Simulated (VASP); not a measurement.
# Ir (Fm-3m) in VASP: single point with r2SCAN

Aim: the single point of Ir with r2SCAN.

Program: VASP 6.6.1. These are calculated values, not measurements. Logs are shortened: lines on timing, memory, paths and dates and some standing lists are left out, and cuts for length are marked.

### Step 1. The cell of the first run

Symmetry: Fm-3m, No. 225, cubic system. Conventional cell: a = 3.828 Å, b = 3.828 Å, c = 3.828 Å, α = 90.00°, β = 90.00°, γ = 90.00°. Ir (site symmetry m-3m) has 12 Ir at 2.71 Å within 3.6 Å.

### Step 2. Single point, r2SCAN

Contents of POSCAR:

```
Ir
1.0
    0.0000000000      1.9139490000      1.9139490000
    1.9139490000      0.0000000000      1.9139490000
    1.9139490000      1.9139490000      0.0000000000
Ir
1
Direct
    0.0000000000      0.0000000000      0.0000000000
```

Contents of INCAR.step1:

```
SYSTEM = Ir
PREC = Accurate ; ENCUT = 550
ISMEAR = -1 ; SIGMA = 0.1
LREAL = .False. ; LASPH = .True.
NELM = 120 ; NBANDS = 10
GGA = PE ; ALGO = Normal
EDIFF = 1E-5 ; LWAVE = .True.
LCHARG = .False. ; GGA_COMPAT = .False.
```

Contents of INCAR.step2:

```
SYSTEM = Ir
PREC = Accurate ; ENCUT = 550
EDIFF = 1E-6 ; ISMEAR = -1
SIGMA = 0.1 ; LREAL = .False.
LASPH = .True. ; NELM = 120
ALGO = Normal ; ISIF = 2
LWAVE = .False. ; LCHARG = .False.
METAGGA = R2SCAN ; LMIXTAU = .True.
NBANDS = 10 ; ISTART = 1
GGA_COMPAT = .False.
```

Contents of KPOINTS:

```
regular mesh
0
Gamma
  15 15 15
  0 0 0
```

Potentials or basis: VASP PAW PBE potentials, release 64 (Ir).

Started as:

```sh
> cat potpaw_PBE.64/Ir/POTCAR > POTCAR
> cp INCAR.step1 INCAR
> mpirun -np 1 vasp_std > vasp.out
> cp INCAR.step2 INCAR
> mpirun -np 1 vasp_std > vasp.out
```

OUTCAR:

```text
SYSTEM = Ir
   PREC = Accurate
   ENCUT = 550
   EDIFF = 1E-6
   ISMEAR = -1
   LREAL = .False.
   LASPH = .True.
   NELM = 120
   ISIF = 2
   METAGGA = R2SCAN
   ISTART = 1

 ion  position               nearest neighbor table
   1  0.000  0.000  0.000-

  LATTYP: Found a face centered cubic cell.
 ALAT       =     3.8278980000

  Lattice vectors:

 A1 = (   0.0000000000,   1.9139490000,   1.9139490000)
 A2 = (   1.9139490000,   0.0000000000,   1.9139490000)
 A3 = (   1.9139490000,   1.9139490000,   0.0000000000)

Analysis of symmetry for initial positions (statically):
=====================================================================
 Subroutine PRICEL returns:
 Original cell was already a primitive cell.

 Routine SETGRP: Setting up the symmetry group for a
 face centered cubic supercell.

 Subroutine GETGRP returns: Found 48 space group operations
 (whereof 48 operations were pure point group operations)
 out of a pool of 48 trial point group operations.

The static configuration has the point symmetry O_h .

Analysis of symmetry for dynamics (positions and initial velocities):
=====================================================================
 Subroutine PRICEL returns:
 Original cell was already a primitive cell.

 Routine SETGRP: Setting up the symmetry group for a
 face centered cubic supercell.

 Subroutine GETGRP returns: Found 48 space group operations
 (whereof 48 operations were pure point group operations)
 out of a pool of 48 trial point group operations.

The dynamic configuration has the point symmetry O_h .

 Subroutine INISYM returns: Found 48 space group operations
 (whereof 48 operations are pure point group operations),
 and found     1 'primitive' translations

----------------------------------------------------------------------------------------

                                     Primitive cell

  volume of cell :      14.0224

  direct lattice vectors                    reciprocal lattice vectors
     0.000000000  1.913949000  1.913949000    -0.261239981  0.261239981  0.261239981
     1.913949000  0.000000000  1.913949000     0.261239981 -0.261239981  0.261239981
     1.913949000  1.913949000  0.000000000     0.261239981  0.261239981 -0.261239981

  length of vectors
     2.706732633  2.706732633  2.706732633     0.452480920  0.452480920  0.452480920

  position of ions in fractional coordinates (direct lattice)
     0.000000000  0.000000000  0.000000000

  ion indices of the primitive-cell ions
   primitive index   ion index
                 1           1

----------------------------------------------------------------------------------------

 KPOINTS: regular mesh

Automatic generation of k-mesh.
 Grid dimensions read from file:
 generate k-points for:   15   15   15

 Generating k-lattice:

  Cartesian coordinates                     Fractional coordinates (reciprocal lattice)
    -0.017415999  0.017415999  0.017415999     0.066666667  0.000000000  0.000000000
     0.017415999 -0.017415999  0.017415999     0.000000000  0.066666667  0.000000000
     0.017415999  0.017415999 -0.017415999     0.000000000  0.000000000  0.066666667

  Length of vectors
     0.030165395  0.030165395  0.030165395

  Shift w.r.t. Gamma in fractional coordinates (k-lattice)
     0.000000000  0.000000000  0.000000000

 Subroutine IBZKPT returns following result:
 ===========================================

 Found    120 irreducible k-points:

 Following reciprocal coordinates:
            Coordinates               Weight
  0.000000  0.000000  0.000000      1.000000
  0.066667  0.000000  0.000000      8.000000
  0.133333  0.000000  0.000000      8.000000
  0.200000  0.000000  0.000000      8.000000
  0.266667  0.000000  0.000000      8.000000
  0.333333  0.000000  0.000000      8.000000
[... 16 lines left out ...]
  0.133333  0.133333  0.000000      6.000000
  0.200000  0.133333  0.000000     24.000000
 [... further k-points ...]
   k-points           NKPTS =    120   k-points in BZ     NKDIM =    120   number of bands    NBANDS=     10
   number of dos      NEDOS =    301   number of ions     NIONS =      1
   total plane-waves  NPLWV =  13824
   dimension x,y,z NGX =    24 NGY =   24 NGZ =   24
   dimension x,y,z NGXF=    48 NGYF=   48 NGZF=   48
   ions per type =               1
   NGX,Y,Z   is equivalent  to a cutoff of  14.74, 14.74, 14.74 a.u.
   NGXF,Y,Z  is equivalent  to a cutoff of  29.48, 29.48, 29.48 a.u.
 SYSTEM =  Ir
   PREC   = accura    normal or accurate (medium, high low for compatibility)
   ISTART =      1    job   : 0-new  1-cont  2-samecut
   ICHARG =      0    charge: 1-file 2-atom 10-const
   ISPIN  =      1    spin polarized calculation?
   LNONCOLLINEAR =      F non collinear calculations
   LSORBIT =      F    spin-orbit coupling
   LASPH  =      T    aspherical Exc in radial PAW
   ENCUT  =  550.0 eV  40.42 Ry    6.36 a.u.   5.18  5.18  5.18*2*pi/ulx,y,z
   NELM   =    120;   NELMIN=  2; NELMDL=  0     # of ELM steps
   EDIFF  = 0.1E-05   stopping-criterion for ELM
   LREAL  =      F    real-space projection
   EDIFFG = 0.1E-04   stopping-criterion for IOM
   NSW    =      0    number of steps for IOM
   IBRION =     -1    ionic relax: 0-MD 1-quasi-New 2-CG
   NFREE  =      0    steps in history (QN), initial steepest desc. (CG)
   ISIF   =      2    stress and relaxation
   ISYM   =      2    0-nonsym 1-usesym 2-fastsym
   POTIM  = 0.5000    time-step for ionic-motion
   TEBEG  =    0.0;   TEEND  =   0.0 temperature during run
   PSTRESS=    0.0 pullay stress
   NELECT =       9.0000    total number of electrons
   NUPDOWN=      -1.0000    fix difference up-down
   EMIN   =  10.00;   EMAX   =-10.00  energy-range for DOS
   EFERMI =   0.00;   METHOD = LEGACY
   ISMEAR =    -1;   SIGMA  =   0.10  broadening in eV -4-tet -1-fermi 0-gaus
   EFERMI_NEDOS =   21; number of points for ismear=-14 and -15
   IALGO  =     38    algorithm
   IMIX   =      4    mixing-type and parameters
     AMIX     =   0.40;   BMIX     =  1.00
     AMIX_MAG =   1.60;   BMIX_MAG =  1.00
  volume/ion in A,a.u.               =      14.02        94.63
  Fermi-wavevector in a.u.,A,eV,Ry     =   1.412154  2.668584 27.132441  1.994178
  Thomas-Fermi vector in A             =   2.533932
   LORBIT       =      0    0 simple, 1 ext, 2 COOP (PROOUT), +10 PAW based schemes
   METAGGA = R2SCAN    functional components
   LHFCALC =     F    Hartree Fock is set to
   AEXX    =    0.0000 exact exchange contribution
   IVDW    =     0    specifies the selected vdW correction
   LEPSILON=     F    determine dielectric tensor
   LRPA    =     F    only Hartree local field effects (RPA)
 non-spin polarized calculation
  energy-cutoff  :      550.00
  volume of cell :       14.02
 maximum number of plane-waves:       424
 NGX is ok and might be reduce to    24
   NGX = 11   NGY = 11   NGZ = 11

 number of electron       9.0000000 magnetization

 Free energy of the ion-electron system (eV)
  ---------------------------------------------------
  ext. energy  EPLUGINS =         0.00000000
  ---------------------------------------------------
  free energy    TOTEN  =       -52.38001497 eV

  energy without entropy =      -52.35432924  energy(sigma->0) =      -52.36717211

 E-fermi :  10.3472     XC(G=0): -15.3904

 val. band max:       10.3135700708   @ k =  -0.4000   0.4667   0.0667
 cond. band min:      10.3910864496   @ k =  -0.3333   0.3333   0.0000
 fundamental gap:      0.0775163788
 Fermi energy:        10.3471767627

 k-point     1 :       0.0000    0.0000    0.0000
  band No.  band energies     occupation
      1      -1.2963      2.00000
      2       6.2756      2.00000
      3       6.2756      2.00000
      4       6.2756      2.00000
      5       9.0274      2.00000
      6       9.0274      2.00000
      7      25.4147      0.00000
      8      31.3346      0.00000
      9      31.3346      0.00000
     10      31.3346      0.00000

 k-point     2 :       0.0667    0.0000    0.0000
  band No.  band energies     occupation
      1      -1.0880      2.00000
      2       6.1636      2.00000
      3       6.3658      2.00000
      4       6.3658      2.00000
      5       8.9702      2.00000
      6       8.9702      2.00000
      7      25.7715      0.00000
      8      30.3166      0.00000
      9      31.6728      0.00000
     10      31.6728      0.00000

 k-point     3 :       0.1333    0.0000    0.0000
  band No.  band energies     occupation
      1      -0.4959      2.00000
      2       5.8981      2.00000
      3       6.5823      2.00000
      4       6.5823      2.00000
      5       8.8709      2.00000
      6       8.8709      2.00000
      7      26.7018      0.00000
      8      28.4469      0.00000
      9      32.6412      0.00000
     10      32.6412      0.00000

 k-point     4 :       0.2000    0.0000    0.0000
  band No.  band energies     occupation
      1       0.3599      2.00000
      2       5.6789      2.00000
      3       6.7465      2.00000
      4       6.7465      2.00000
      5       8.9462      2.00000
      6       8.9462      2.00000
      7      26.4387      0.00000
      8      27.7913      0.00000
      9      34.0968      0.00000
     10      34.0968      0.00000
[... 222 lines left out ...]
 k-point    22 :      -0.0667    0.0667    0.0000
  band No.  band energies     occupation
      1      -0.7500      2.00000
      2       5.9634      2.00000
      3       6.4924      2.00000
      4       6.5493      2.00000
      5       8.7239      2.00000
      6       9.0651      1.99999
      7      26.3311      0.00000
      8      29.4203      0.00000
      9      31.5288      0.00000
     10      32.5395      0.00000

 k-point    23 :       0.1333    0.1333    0.0000
  band No.  band energies     occupation
      1      -0.2211      2.00000
      2       5.4955      2.00000
      3       6.8995      2.00000
      4       6.8995      2.00000
      5       8.1472      2.00000
      6       9.3453      1.99991
      7      27.2352      0.00000
      8      29.6656      0.00000
      9      31.5264      0.00000
     10      31.5264      0.00000

 k-point    24 :       0.2000    0.1333    0.0000
  band No.  band energies     occupation
      1       0.4426      2.00000
      2       5.1570      2.00000
      3       7.0871      2.00000
      4       7.2026      2.00000
      5       7.9793      2.00000
      6       9.5207      1.99949
      7      28.2429      0.00000
      8      28.4509      0.00000
      9      31.5978      0.00000
     10      32.1714      0.00000

 [... further k-points ...]
[... 5 lines left out ...]
  --------------------------------------------------------------------------------------
  -------------------------------------------------------------------------------------
  Total        0.6787589      0.6787589      0.6787589      0.0000000     -0.0000000      0.0000000
  in kB       77.5541543     77.5541543     77.5541543      0.0000000     -0.0000000      0.0000000
  external PRESSURE =      77.5541543 kB  Pullay stress =       0.0000000 kB

 VOLUME and BASIS-vectors are now :
 -----------------------------------------------------------------------------
  energy-cutoff  :      550.00
  volume of cell :       14.02
      direct lattice vectors                 reciprocal lattice vectors
     0.000000000  1.913949000  1.913949000    -0.261239981  0.261239981  0.261239981
     1.913949000  0.000000000  1.913949000     0.261239981 -0.261239981  0.261239981
     1.913949000  1.913949000  0.000000000     0.261239981  0.261239981 -0.261239981

 POSITION                                       TOTAL-FORCE (eV/Angst)
 -----------------------------------------------------------------------------------
      0.00000      0.00000      0.00000        -0.000000     -0.000000     -0.000000
 -----------------------------------------------------------------------------------
    total drift:                               -0.000000      0.000000     -0.000000

  FREE ENERGIE OF THE ION-ELECTRON SYSTEM (eV)
  ---------------------------------------------------
  free  energy   TOTEN  =       -52.3800149713 eV

  energy  without entropy=      -52.3543292441  energy(sigma->0) =      -52.36717211
```

Run time: 67 s. Hardware: 1 thread of Intel Xeon 8259CL, shared host; peak memory 0.16 GiB.

Results:

| Item | Value |
| --- | --- |
| Free energy | -52.3800 eV |
| Pressure | 7.8 GPa |

Caveat: the PAW data sets were made with another functional, which shifts forces and pressure a little; spin-orbit coupling is left out, which moves the levels of the heavy elements.
